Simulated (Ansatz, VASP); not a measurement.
This is a calculation of La2O3 for VASP 6.6.1.

File INCAR:

```
PREC     = Accurate       # precision mode
ENCUT    = 600            # plane-wave cutoff, eV
EDIFF    = 1E-6           # SCF threshold, eV
ISMEAR   = -1             # smearing method
SIGMA    = 0.05           # smearing width, eV
LREAL    = False          # projectors in reciprocal space
LASPH    = True           # aspherical terms in the spheres
NELM     = 60             # most SCF steps
ALGO     = Normal         # electronic algorithm
ISIF     = 3              # what is computed and relaxed
LWAVE    = False          # write WAVECAR
LCHARG   = False          # write CHGCAR
GGA      = CA             # functional
IBRION   = 2              # ionic algorithm
NSW      = 80             # ionic steps
EDIFFG   = -0.01          # ionic threshold
```

The input KPOINTS:

```
Automatic mesh
0
Gamma
  6 6 4
```

The input POSCAR:

```
La2O3
1.0
    3.9307778780      0.0000000000      0.0000000000
   -1.9653889390      3.4041534990      0.0000000000
    0.0000000000      0.0000000000      6.1119535200
La O
2 3
Direct
    0.3333333333      0.6666666667      0.2462356800
    0.6666666667      0.3333333333      0.7537643200
    0.0000000000      0.0000000000      0.0000000000
    0.3333333333      0.6666666667      0.6458906500
    0.6666666667      0.3333333333      0.3541093500
```

Potentials or basis: VASP PAW LDA potentials, release 64 (La, O).

Command:

```bash
$ cat potpaw_LDA.64/La/POTCAR potpaw_LDA.64/O/POTCAR > POTCAR
$ mpirun -np 1 vasp_std > vasp.out
```

**Question.** Set up the same calculation for Ansatz 0.2.0. Potentials there: all-electron LAPW, scalar-relativistic.

**Answer.** As run (the cutoff follows the program's own potentials):

input.yaml

```yaml
crystal:
  lattice:
    - [3.930777878, 0.0, 0.0]
    - [-1.965388939, 3.404153499, 0.0]
    - [0.0, 0.0, 6.11195352]
  atoms:
    - { symbol: La, position: [0.3333333333, 0.6666666667, 0.24623568] }
    - { symbol: La, position: [0.6666666667, 0.3333333333, 0.75376432] }
    - { symbol: O, position: [0.0, 0.0, 0.0] }
    - { symbol: O, position: [0.3333333333, 0.6666666667, 0.64589065] }
    - { symbol: O, position: [0.6666666667, 0.3333333333, 0.35410935] }
kpoints:
  mp_grid: { grid: [6, 6, 4] }
scf:
  occupations: { method: fermi_dirac, width: 0.05 }
hamiltonian:
  xc: lda
  pseudopotentials: { kind: all_electron, lapw: { basis_error: 0.002 } }
output:
  forces: true
  stress: true
relax:
  f_tol: 0.01
  max_steps: 60
  cell: {}
```

Potentials or basis: all-electron LAPW, scalar-relativistic.

Command:

```console
$ ansatz run input.yaml --threads 4 --pin off --max-ram 14336MiB --backend cpu --events-out ev --progress --plain --runs-dir out
```

Both were run:

|  | VASP | Ansatz | Ansatz less VASP |
| --- | --- | --- | --- |
| relaxed volume (Å³/atom) | 15.51 | 15.54 | +0.034 |
| relaxed length of the cell vector where the two differ most in proportion (Å) | 5.943 | 5.948 | +0.0051 |

LDA's correlation is that of Perdew and Zunger in VASP and of Perdew and Wang (1992) in Ansatz. Ansatz ran all-electron here, and VASP with PAW potentials.

Spin-orbit coupling is off throughout. Noted on Ansatz's run: the k mesh is thin for a metal, which can move the energy by tens of meV per atom.
